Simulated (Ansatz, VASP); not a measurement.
## TiC: VASP beside Ansatz

The input INCAR:

```
SYSTEM = TiC
PREC     = Accurate       ! precision mode
ENCUT    = 520            ! plane-wave cutoff, eV
EDIFF    = 1E-6           ! SCF threshold, eV
ISMEAR   = 0              ! smearing method
SIGMA    = 0.1            ! smearing width, eV
LREAL    = .False.        ! projectors in reciprocal space
LASPH    = .True.         ! aspherical terms in the spheres
NELM     = 150            ! most SCF steps
ALGO     = Normal         ! electronic algorithm
ISIF     = 2              ! what is computed and relaxed
LWAVE    = .False.        ! write WAVECAR
LCHARG   = .False.        ! write CHGCAR
ISPIN    = 2              ! spin polarisation
MAGMOM   = 1 0            ! initial moments
LORBIT   = 11             ! projections on sites
LMAXMIX  = 4              ! l up to which the mixer works
GGA      = PE             ! functional
NBANDS   = 19             ! bands
```

Contents of KPOINTS:

```
regular mesh
0
Gamma
  6 6 6
  0 0 0
```

POSCAR

```
TiC
1.0
    0.0000000000      2.1663653895      2.1663653895
    2.1663653895      0.0000000000      2.1663653895
    2.1663653895      2.1663653895      0.0000000000
Ti C
1 1
Direct
    0.5000000000      0.5000000000      0.5000000000
    0.0000000000      0.0000000000      0.0000000000
```

Input for Ansatz:

```yaml
crystal:
  lattice:
    - [0.0, 2.1663653895, 2.1663653895]
    - [2.1663653895, 0.0, 2.1663653895]
    - [2.1663653895, 2.1663653895, 0.0]
  atoms:
    - { symbol: Ti, position: [0.5, 0.5, 0.5], spin: 1.0 }
    - { symbol: C, position: [0.0, 0.0, 0.0] }
basis:
  ecutwfc: 420
kpoints:
  mp_grid: { grid: [6, 6, 6] }
hamiltonian:
  xc: pbe
scf:
  occupations: { method: gaussian, width: 0.1 }
  lower_state_search: "off"
output:
  forces: true
  stress: true
  eigenvalues: true
  populations: true
magnetization:
  spin_polarized: true
```

Change from the starting cell: the structure that the rattled cell fell into.

Alike in both runs: task single point; functional PBE; k mesh 6 × 6 × 6; occupations gaussian, width 0.1 eV; collinear spin.

|  | VASP | Ansatz |
| --- | --- | --- |
| version | VASP 6.6.1 | Ansatz 0.2.0 |
| potentials or method | VASP PAW PBE potentials, release 64 (Ti_sv, C), cutoff 520 eV | scalar-relativistic, plane waves, PAW |
| valence electrons in the cell | 16 | 16 |

|  | VASP | Ansatz | Ansatz less VASP |
| --- | --- | --- | --- |
| gap on the k mesh at the Fermi level (eV) | none | none | - |
| pressure (GPa) | 0.2 | 0.1 | -0.12 |
| net moment per atom (μB) | 0.00 | 0.00 | 0.000 |

A gap of «none» marks a metal or a gap that the smearing closes. With one functional, cell and mesh, what is left measures potentials, basis and numerics. Ansatz's warnings: seeded moment not kept.

The k mesh is coarse, so the values compare programs but aren't converged.
